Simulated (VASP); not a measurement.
# BAs (F-43m) in VASP: notebook, part 2 of 2

VASP 6.6.1. Earlier steps stand in the parts before.

**5. Single point, PBE**

This run uses another cell than the first one, of 14.99 Å³/atom, 1.073 times its volume.

INCAR

```
SYSTEM = BAs
  PREC = Accurate
  ENCUT = 520
  EDIFF = 1E-6
  ISMEAR = 0
  SIGMA = 0.01
  LREAL = .False.
  LASPH = .True.
  NELM = 100
  ALGO = Normal
  ISIF = 2
  LWAVE = .False.
  LCHARG = .False.
  GGA = PE
  NBANDS = 11
```

KPOINTS

```
Automatic mesh
0
Gamma
  8 8 8
  0 0 0
```

POSCAR

```
BAs
1.0
    0.0000000000      2.4656010558      2.4656010558
    2.4656010558      0.0000000000      2.4656010558
    2.4656010558      2.4656010558      0.0000000000
B As
1 1
Direct
    0.0000000000      0.0000000000      0.0000000000
    0.2500000000      0.2500000000      0.2500000000
```

Potentials or basis: VASP PAW PBE potentials, release 64 (B, As).

Command:

```
cat potpaw_PBE.64/B/POTCAR potpaw_PBE.64/As/POTCAR > POTCAR
mpirun -np 1 vasp_std > vasp.out
```

OUTCAR:

```text
SYSTEM = BAs
   PREC = Accurate
   ENCUT = 520
   EDIFF = 1E-6
   ISMEAR = 0
   LREAL = .False.
   LASPH = .True.
   NELM = 100
   ISIF = 2
   GGA = PE

 ion  position               nearest neighbor table
   1  0.000  0.000  0.000-   2 2.14   2 2.14   2 2.14   2 2.14
   2  0.250  0.250  0.250-   1 2.14   1 2.14   1 2.14   1 2.14

  LATTYP: Found a face centered cubic cell.
 ALAT       =     4.9312021116

  Lattice vectors:

 A1 = (   0.0000000000,   2.4656010558,   2.4656010558)
 A2 = (   2.4656010558,   0.0000000000,   2.4656010558)
 A3 = (   2.4656010558,   2.4656010558,   0.0000000000)

Analysis of symmetry for initial positions (statically):
=====================================================================
 Subroutine PRICEL returns:
 Original cell was already a primitive cell.

 Routine SETGRP: Setting up the symmetry group for a
 face centered cubic supercell.

 Subroutine GETGRP returns: Found 24 space group operations
 (whereof 24 operations were pure point group operations)
 out of a pool of 48 trial point group operations.

The static configuration has the point symmetry T_d .

Analysis of symmetry for dynamics (positions and initial velocities):
[... 167 lines left out ...]
 k-point     1 :       0.0000    0.0000    0.0000
  band No.  band energies     occupation
      1      -9.4514      2.00000
      2       5.1167      2.00000
      3       5.1167      2.00000
      4       5.1167      2.00000
      5       8.2791      0.00000
      6       8.2791      0.00000
      7       8.2791      0.00000
      8       8.6287      0.00000
      9      14.2612      0.00000
     10      17.6920      0.00000
     11      17.6920      0.00000
[... 309 lines left out ...]
 k-point    24 :      -0.3750    0.2500    0.1250
  band No.  band energies     occupation
      1      -6.4020      2.00000
      2      -2.6029      2.00000
      3       0.9108      2.00000
      4       2.3495      2.00000
      5       8.8533      0.00000
      6       9.6651      0.00000
      7      12.0746      0.00000
      8      13.5583      0.00000
      9      15.0920      0.00000
     10      18.6710      0.00000
     11      19.6541      0.00000

 [... further k-points ...]
[... 5 lines left out ...]
  --------------------------------------------------------------------------------------
  -------------------------------------------------------------------------------------
  Total       -1.5049868     -1.5049868     -1.5049868      0.0000000      0.0000000      0.0000000
  in kB      -80.4349629    -80.4349629    -80.4349629      0.0000000      0.0000000      0.0000000
  external PRESSURE =     -80.4349629 kB  Pullay stress =       0.0000000 kB

 VOLUME and BASIS-vectors are now :
 -----------------------------------------------------------------------------
  energy-cutoff  :      520.00
  volume of cell :       29.98
      direct lattice vectors                 reciprocal lattice vectors
     0.000000000  2.465601056  2.465601056    -0.202790309  0.202790309  0.202790309
     2.465601056  0.000000000  2.465601056     0.202790309 -0.202790309  0.202790309
     2.465601056  2.465601056  0.000000000     0.202790309  0.202790309 -0.202790309

 POSITION                                       TOTAL-FORCE (eV/Angst)
 -----------------------------------------------------------------------------------
      0.00000      0.00000      0.00000        -0.000000     -0.000000     -0.000000
      1.23280      1.23280      1.23280         0.000000      0.000000      0.000000
 -----------------------------------------------------------------------------------
    total drift:                                0.000000      0.000000      0.000000

  FREE ENERGIE OF THE ION-ELECTRON SYSTEM (eV)
  ---------------------------------------------------
  free  energy   TOTEN  =       -11.3573251001 eV

  energy  without entropy=      -11.3573251001  energy(sigma->0) =      -11.35732510
```

OSZICAR:

```text
N       E                     dE             d eps       ncg     rms          rms(c)
DAV:   1     0.103359404995E+02    0.10336E+02   -0.36640E+03   638   0.641E+02
DAV:   2    -0.112184797603E+02   -0.21554E+02   -0.20574E+02   911   0.979E+01
DAV:   3    -0.118270401341E+02   -0.60856E+00   -0.60696E+00   793   0.153E+01
DAV:   4    -0.118289093694E+02   -0.18692E-02   -0.18691E-02   726   0.956E-01
DAV:   5    -0.118289128567E+02   -0.34873E-05   -0.34873E-05   769   0.437E-02    0.430E+00
DAV:   6    -0.114016414677E+02    0.42727E+00   -0.13102E+00   671   0.439E+00    0.211E+00
DAV:   7    -0.113622535385E+02    0.39388E-01   -0.12998E-01   739   0.181E+00    0.910E-01
DAV:   8    -0.113568570159E+02    0.53965E-02   -0.18049E-02   713   0.750E-01    0.893E-02
DAV:   9    -0.113571527551E+02   -0.29574E-03   -0.83406E-04   716   0.155E-01    0.496E-02
DAV:  10    -0.113573176731E+02   -0.16492E-03   -0.20073E-04   658   0.851E-02    0.113E-02
DAV:  11    -0.113573245626E+02   -0.68895E-05   -0.66509E-06   778   0.168E-02    0.857E-03
DAV:  12    -0.113573251001E+02   -0.53755E-06   -0.30244E-06   665   0.944E-03
   1 F= -.11357325E+02 E0= -.11357325E+02  d E =-.922630E-44
```

stdout:

```text
POSCAR found type information on POSCAR B As
 POSCAR found :  2 types and       2 ions
 scaLAPACK will be used
 LDA part: xc-table for (Slater+PW92), standard interpolation
 POSCAR, INCAR and KPOINTS ok, starting setup
 FFT: planning ... GRIDC
 FFT: planning ... GRID_SOFT
 FFT: planning ... GRID
 WAVECAR not read
 entering main loop
```

It took 17 s on 1 thread of AMD EPYC 7R13, shared host; peak memory 0.13 GiB.

Results:

| Quantity | Value |
| --- | --- |
| Free energy | -11.3573 eV |
| Pressure | -8.0 GPa |
| Band gap on the k mesh | 1.28 eV, indirect (least direct gap 3.16 eV) |

A k mesh can miss the band edges. As with any semilocal functional, this PBE gap is likely too small.

**6. The runs side by side**

```tsv
cell	gap on the mesh (eV)	pressure (GPa)
a = 3.406 Å, angles 60.0°, 2 atoms	1.21	0.0
a = 3.433 Å, angles 60.0°, 2 atoms	1.23	-3.0
a = 3.460 Å, angles 60.0°, 2 atoms	1.26	-5.7
a = 3.487 Å, angles 60.0°, 2 atoms	1.28	-8.0
```

Alike in all rows: task single point; level PBE; potentials or basis VASP PAW PBE potentials, release 64 (B, As); no spin polarisation; k mesh 8 × 8 × 8; cutoff (eV) 520; smearing gaussian 0.01 eV.

Total energies depend on the potentials used, so only differences within one code and one set of settings carry meaning.
